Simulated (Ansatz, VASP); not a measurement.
CdSe in VASP and in Ansatz

File INCAR:

```
SYSTEM = CdSe
  PREC = Accurate
  ENCUT = 520
  EDIFF = 1E-6
  ISMEAR = 0
  SIGMA = 0.01
  LREAL = .False.
  LASPH = .True.
  NELM = 60
  ALGO = Normal
  ISIF = 2
  LWAVE = .False.
  LCHARG = .False.
  GGA = PS
  NBANDS = 26
```

File KPOINTS:

```
Automatic mesh
0
Gamma
  6 6 4
  0 0 0
```

Contents of POSCAR:

```
CdSe
1.0
    4.3000000000      0.0000000000      0.0000000000
   -2.1500000000      3.7239100000      0.0000000000
    0.0000000000      0.0000000000      7.0200000000
Cd Se
2 2
Direct
    0.3333333333      0.6666666667      0.0000000000
    0.6666666667      0.3333333333      0.5000000000
    0.3333333333      0.6666666667      0.3850000000
    0.6666666667      0.3333333333      0.8850000000
```

Input for Ansatz:

```yaml
crystal:
  lattice:
    - [4.3, 0.0, 0.0]
    - [-2.15, 3.72391, 0.0]
    - [0.0, 0.0, 7.02]
  atoms:
    - { symbol: Cd, position: [0.3333333333333333, 0.6666666666666666, 0.0] }
    - { symbol: Cd, position: [0.6666666666666666, 0.3333333333333333, 0.5] }
    - { symbol: Se, position: [0.3333333333333333, 0.6666666666666666, 0.385] }
    - { symbol: Se, position: [0.6666666666666666, 0.3333333333333333, 0.885] }
kpoints:
  mp_grid:
    grid: [6, 6, 4]
hamiltonian:
  xc: pbesol
  pseudopotentials:
    kind: all_electron
    lapw: {}
scf:
  convergence:
    dr2_threshold: 1.0e-10
  occupations:
    method: fixed
output:
  forces: true
  stress: true
  eigenvalues: true
```

Alike in both runs: task single point; functional PBEsol; k mesh 6 × 6 × 4; no spin polarisation.

|  | VASP | Ansatz |
| --- | --- | --- |
| version | VASP 6.6.1 | Ansatz 0.2.0 |
| potentials or method | VASP PAW PBE potentials, release 64 (Cd, Se), cutoff 520 eV | all-electron (LAPW or listed datasets) |
| occupations | gaussian, width 0.01 eV | fixed |

VASP gave:

| Property | Result |
| --- | --- |
| gap on the k mesh at the Fermi level (eV) | 0.58 |
| pressure (GPa) | 0.5 |
| traceless stress, the component that is largest in VASP (GPa) | -1.28 |
| rms of the force components (eV/Å) | 0.159 |

Question: Which values does Ansatz return?

Answer: gap on the k mesh at the Fermi level (eV): 0.58; pressure (GPa): 0.2; traceless stress, the component that is largest in VASP (GPa): -1.23; rms of the force components (eV/Å): 0.154.

VASP's potentials were made for PBE, not for PBEsol. Atom by atom the forces differ by 0.005 eV/Å (rms over components). Ansatz ran all-electron here, and VASP with PAW potentials.
